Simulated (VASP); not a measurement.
# Si (a cell with a defect) in VASP: relaxation of the atoms with PBE+D3(BJ)

Aim: the relaxation of the atoms of Si (a cell with a defect) with PBE+D3(BJ).

All numbers are computed with VASP 6.6.1; they aren't measurements. Logs are shortened: lines on timing, memory, paths and dates and some standing lists are left out, and cuts for length are marked.

**1. The cell of the first run**

The cell holds a defect, 17 atoms: a = 7.679 Å, b = 7.679 Å, c = 7.679 Å, α = 60.00°, β = 60.00°, γ = 60.00°.

**2. Relaxation of the atoms, PBE+D3(BJ)**

INCAR

```
SYSTEM = Si
ALGO = Normal
EDIFF = 1E-7
EDIFFG = -0.03
ENCUT = 520
GGA = PE
IBRION = 2
ISIF = 2
ISMEAR = 0
IVDW = 12
LASPH = .TRUE.
LCHARG = .FALSE.
LREAL = Auto
LWAVE = .FALSE.
NELM = 100
NSW = 80
PREC = Accurate
SIGMA = 0.05
```

KPOINTS

```
k-points
0
G
  2 2 2
  0 0 0
```

POSCAR

```
Si
1.0
    0.0000000000      5.4300000000      5.4300000000
    5.4300000000      0.0000000000      5.4300000000
    5.4300000000      5.4300000000      0.0000000000
Si
17
Direct
    0.0000000000      0.0000000000      0.0000000000
    0.1250000000      0.1250000000      0.1250000000
    0.0000000000      0.0000000000      0.5000000000
    0.1250000000      0.1250000000      0.6250000000
    0.0000000000      0.5000000000      0.0000000000
    0.1250000000      0.6250000000      0.1250000000
    0.0000000000      0.5000000000      0.5000000000
    0.1250000000      0.6250000000      0.6250000000
    0.5000000000      0.0000000000      0.0000000000
    0.6250000000      0.1250000000      0.1250000000
    0.5000000000      0.0000000000      0.5000000000
    0.6250000000      0.1250000000      0.6250000000
    0.5000000000      0.5000000000      0.0000000000
    0.6250000000      0.6250000000      0.1250000000
    0.5000000000      0.5000000000      0.5000000000
    0.6250000000      0.6250000000      0.6250000000
    0.0610820000      0.3153847000      0.8070978000
```

Potentials or basis: VASP PAW PBE potentials, release 64 (Si).

The run is started by

```
> cat potpaw_PBE.64/Si/POTCAR > POTCAR
> mpirun -np 1 vasp_std > vasp.out
```

OUTCAR:

```text
SYSTEM = Si
   EDIFF = 1E-7
   EDIFFG = -0.03
   ENCUT = 520
   GGA = PE
   IBRION = 2
   ISIF = 2
   ISMEAR = 0
   IVDW = 12
   LASPH = .TRUE.
   LREAL = Auto
   NELM = 100
   NSW = 80
   PREC = Accurate
 IVDW          = 12

 ion  position               nearest neighbor table
   1  0.000  0.000  0.000-  17 2.27   4 2.35   6 2.35  10 2.35   2 2.35
   2  0.125  0.125  0.125-  17 2.29   3 2.35   5 2.35   9 2.35   1 2.35
   3  0.000  0.000  0.500-   2 2.35   4 2.35   8 2.35  12 2.35
   4  0.125  0.125  0.625-  17 2.23   3 2.35   7 2.35  11 2.35   1 2.35
   5  0.000  0.500  0.000-  17 2.27   6 2.35   8 2.35  14 2.35   2 2.35
   6  0.125  0.625  0.125-   1 2.35   5 2.35   7 2.35  13 2.35
   7  0.000  0.500  0.500-  17 2.21   6 2.35   8 2.35  16 2.35   4 2.35
   8  0.125  0.625  0.625-  17 2.24   5 2.35   7 2.35  15 2.35   3 2.35
   9  0.500  0.000  0.000-   2 2.35  10 2.35  12 2.35  14 2.35
  10  0.625  0.125  0.125-   1 2.35   9 2.35  11 2.35  13 2.35
  11  0.500  0.000  0.500-   4 2.35  10 2.35  12 2.35  16 2.35
  12  0.625  0.125  0.625-   3 2.35   9 2.35  11 2.35  15 2.35
  13  0.500  0.500  0.000-   6 2.35  10 2.35  14 2.35  16 2.35
  14  0.625  0.625  0.125-   5 2.35   9 2.35  13 2.35  15 2.35
  15  0.500  0.500  0.500-   8 2.35  12 2.35  14 2.35  16 2.35
  16  0.625  0.625  0.625-   7 2.35  11 2.35  13 2.35  15 2.35
  17  0.061  0.315  0.807-   7 2.21   4 2.23   8 2.24   1 2.27   5 2.27   2 2.29

  LATTYP: Found a face centered cubic cell.
 ALAT       =    10.8600000000

  Lattice vectors:

 A1 = (   0.0000000000,   5.4300000000,   5.4300000000)
 A2 = (   5.4300000000,   0.0000000000,   5.4300000000)
 A3 = (   5.4300000000,   5.4300000000,   0.0000000000)

Analysis of symmetry for initial positions (statically):
=====================================================================
 Subroutine PRICEL returns:
 Original cell was already a primitive cell.

 Routine SETGRP: Setting up the symmetry group for a
 face centered cubic supercell.

 Subroutine GETGRP returns: Found  1 space group operations
 (whereof  1 operations were pure point group operations)
 out of a pool of 48 trial point group operations.

The static configuration has the point symmetry C_1 .

Analysis of symmetry for dynamics (positions and initial velocities):
=====================================================================
 Subroutine PRICEL returns:
 Original cell was already a primitive cell.

 Routine SETGRP: Setting up the symmetry group for a
 face centered cubic supercell.

 Subroutine GETGRP returns: Found  1 space group operations
 (whereof  1 operations were pure point group operations)
 out of a pool of 48 trial point group operations.

The dynamic configuration has the point symmetry C_1 .

 Subroutine INISYM returns: Found  1 space group operations
 (whereof  1 operations are pure point group operations),
 and found     1 'primitive' translations
[... 103 lines left out ...]
   LNONCOLLINEAR =      F non collinear calculations
   LSORBIT =      F    spin-orbit coupling
   LASPH  =      T    aspherical Exc in radial PAW
   ENCUT  =  520.0 eV  38.22 Ry    6.18 a.u.  14.28 14.28 14.28*2*pi/ulx,y,z
   NELM   =    100;   NELMIN=  2; NELMDL= -5     # of ELM steps
   EDIFF  = 0.1E-06   stopping-criterion for ELM
   LREAL  =      T    real-space projection
   EDIFFG = -.3E-01   stopping-criterion for IOM
   NSW    =     80    number of steps for IOM
   IBRION =      2    ionic relax: 0-MD 1-quasi-New 2-CG
   NFREE  =      1    steps in history (QN), initial steepest desc. (CG)
   ISIF   =      2    stress and relaxation
   ISYM   =      2    0-nonsym 1-usesym 2-fastsym
   POTIM  = 0.5000    time-step for ionic-motion
   TEBEG  =    0.0;   TEEND  =   0.0 temperature during run
   PSTRESS=    0.0 pullay stress
   NELECT =      68.0000    total number of electrons
   NUPDOWN=      -1.0000    fix difference up-down
   EMIN   =  10.00;   EMAX   =-10.00  energy-range for DOS
   EFERMI =   0.00;   METHOD = LEGACY
   ISMEAR =     0;   SIGMA  =   0.05  broadening in eV -4-tet -1-fermi 0-gaus
   EFERMI_NEDOS =   21; number of points for ismear=-14 and -15
   IALGO  =     38    algorithm
   IMIX   =      4    mixing-type and parameters
     AMIX     =   0.40;   BMIX     =  1.00
     AMIX_MAG =   1.60;   BMIX_MAG =  1.00
  volume/ion in A,a.u.               =      18.84       127.11
  Fermi-wavevector in a.u.,A,eV,Ry     =   0.976715  1.845724 12.979587  0.953973
  Thomas-Fermi vector in A             =   2.107356
   LORBIT       =      0    0 simple, 1 ext, 2 COOP (PROOUT), +10 PAW based schemes
   GGA     = PE    functional components
   LHFCALC =     F    Hartree Fock is set to
   AEXX    =    0.0000 exact exchange contribution
   IVDW    =    12    specifies the selected vdW correction
   LEPSILON=     F    determine dielectric tensor
   LRPA    =     F    only Hartree local field effects (RPA)
 conjugate gradient relaxation of ions
 non-spin polarized calculation
 Gauss-broadening in eV      SIGMA  =   0.05
  energy-cutoff  :      520.00
  volume of cell :      320.21
 maximum number of plane-waves:      8646
 NGX is ok and might be reduce to    60
   NGX = 29   NGY = 29   NGZ = 29

--------------------------------------- Ionic step        1  -------------------------------------------

 number of electron      68.0000004 magnetization

 Free energy of the ion-electron system (eV)
  ---------------------------------------------------
  ext. energy  EPLUGINS =         0.00000000
  ---------------------------------------------------
  free energy    TOTEN  =       -86.71745704 eV

  energy without entropy =      -86.70686005  energy(sigma->0) =      -86.71215854

------------------------ aborting loop because EDIFF is reached ----------------------------------------

 Edisp (eV)   -5.65519

 E8    (eV) :    -2.3411
[... 150 lines left out ...]
  FREE ENERGIE OF THE ION-ELECTRON SYSTEM (eV)
  ---------------------------------------------------
  free  energy   TOTEN  =       -93.0687658942 eV

  energy  without entropy=      -93.0617088921  energy(sigma->0) =      -93.06523739

[... ionic steps 4 to 15 ...]

--------------------------------------- Ionic step       16  -------------------------------------------

 number of electron      68.0000001 magnetization

------------------------ aborting loop because EDIFF is reached ----------------------------------------
[... 105 lines left out ...]
--------------------------------------- Ionic step       18  -------------------------------------------

 number of electron      68.0000001 magnetization

 Free energy of the ion-electron system (eV)
  ---------------------------------------------------
  ext. energy  EPLUGINS =         0.00000000
  ---------------------------------------------------
  free energy    TOTEN  =       -87.68368750 eV

  energy without entropy =      -87.67414633  energy(sigma->0) =      -87.67891692

 E-fermi :   6.7273     XC(G=0):  -9.6902

 val. band max:        6.4851452059   @ k =   0.0000   0.5000   0.5000
 cond. band min:       6.7355754776   @ k =   0.5000   0.0000   0.0000
 fundamental gap:      0.2504302717
 Fermi energy:         6.7273336378

 k-point     1 :       0.0000    0.0000    0.0000
  band No.  band energies     occupation
      1      -6.2202      2.00000
      2      -3.9018      2.00000
      3      -3.6325      2.00000
      4      -3.6323      2.00000
      5      -3.3965      2.00000
      6      -2.5359      2.00000
[... 405 lines left out ...]
  FREE ENERGIE OF THE ION-ELECTRON SYSTEM (eV)
  ---------------------------------------------------
  free  energy   TOTEN  =       -93.3325581302 eV

  energy  without entropy=      -93.3230169664  energy(sigma->0) =      -93.32778755

 reached required accuracy - stopping structural energy minimisation
```

CONTCAR:

```text
Si
   1.00000000000000
     0.0000000000000000    5.4299999999999997    5.4299999999999997
     5.4299999999999997    0.0000000000000000    5.4299999999999997
     5.4299999999999997    5.4299999999999997    0.0000000000000000
  Si
    17
Direct
     0.0053481701186990    0.9752651040662640    0.0092640192086251
     0.1193632683639066    0.1157561281878663    0.1489927394371490
     0.9495585658580097    0.0169678848474691    0.5164195821843495
     0.1191427186439233    0.1160991494807252    0.6152972555623299
     0.0053259166398318    0.5100469536906836    0.0092970280152772
     0.1764112219653040    0.6080649412965033    0.1073716659092626
[... 9 lines left out ...]
     0.6335362485916585    0.6268569676920266    0.6126992225209730
     0.0610730743786629    0.3129591196326783    0.8130129057663756

  0.00000000E+00  0.00000000E+00  0.00000000E+00
  0.00000000E+00  0.00000000E+00  0.00000000E+00
  0.00000000E+00  0.00000000E+00  0.00000000E+00
  0.00000000E+00  0.00000000E+00  0.00000000E+00
  0.00000000E+00  0.00000000E+00  0.00000000E+00
  0.00000000E+00  0.00000000E+00  0.00000000E+00
[... 9 lines left out ...]
  0.00000000E+00  0.00000000E+00  0.00000000E+00
  0.00000000E+00  0.00000000E+00  0.00000000E+00
```

Run time: 29 min. Hardware: 1 thread of Intel Xeon Platinum 8488C (Sapphire Rapids), shared host; peak memory 0.52 GiB.

Results:

* Free energy: -93.3326 eV
* Energy gained by relaxing: 56.5 meV/atom
* Ionic steps: 18
* Pressure after relaxing: 1.9 GPa
* Largest force after relaxing: 0.017 eV/Å
* Band gap on the k mesh: 0.01 eV
* Dispersion energy per atom: -0.332 eV

Forces in eV/Å, atoms in the order of the input:
```
Si   0.002  0.002  0.001
Si   0.002 -0.002 -0.001
Si   0.000  0.007  0.002
Si  -0.004  0.004  0.001
Si  -0.002  0.002 -0.002
Si   0.007  0.002 -0.005
Si   0.002 -0.002 -0.002
Si   0.000  0.004  0.003
Si   0.002 -0.002 -0.002
Si  -0.005  0.007  0.003
Si  -0.005 -0.010 -0.010
Si   0.012 -0.001 -0.012
Si  -0.001  0.011  0.002
Si  -0.004  0.006  0.004
Si   0.009 -0.009  0.004
Si  -0.012 -0.003  0.012
Si  -0.002 -0.016  0.001
```

Step by step:
```csv
step,energy change (eV),largest force (eV/Å),pressure (GPa)
1,0.0000,2.5566,4.71
2,-0.6961,0.7040,3.35
3,-0.6961,0.7032,3.36
4,-0.7700,0.4047,3.20
5,-0.7752,0.4007,3.16
6,-0.8056,0.2361,3.08
7,-0.8111,0.2668,3.04
8,-0.8428,0.2320,2.96
9,-0.9013,0.3468,2.69
10,-0.8653,0.7231,2.08
11,-0.9107,0.4832,2.50
12,-0.9301,0.3914,2.37
13,-0.9575,0.1150,1.99
14,-0.9577,0.0891,1.95
15,-0.9591,0.0397,1.94
16,-0.9594,0.0433,1.93
17,-0.9597,0.0323,1.93
18,-0.9599,0.0173,1.93
```

Final structure:
```xyz
17
Lattice="0.0000 5.4300 5.4300 5.4300 0.0000 5.4300 5.4300 5.4300 0.0000" Properties=species:S:1:pos:R:3 pbc="T T T"
Si    5.3460    0.0793    5.3247
Si    1.4376    1.4572    1.2767
Si    2.8963    7.9603    5.2482
Si    3.9715    3.9880    1.2774
Si    2.8200    0.0794    2.7985
Si    3.8848    1.5409    4.2597
Si    5.3462    2.6080    2.7985
Si    6.8672    3.9880    4.1734
Si    5.4849    2.7290    8.0898
Si    1.3011    4.1263    4.0539
Si    8.1290    5.3724    8.0897
Si    4.2598    6.5969    3.8848
Si    7.9501    8.3365    5.6245
Si    4.0908    4.1263    6.8436
Si    5.4850    5.3725    5.4458
Si    6.7308    6.7671    6.8439
Si    6.1140    4.7463    2.0310
```

Caveat: the k points lie up to 0.50 Å⁻¹ apart; the smearing spreads over this small gap.

The gap in the log of VASP goes by the Fermi energy; the results here count the filled bands.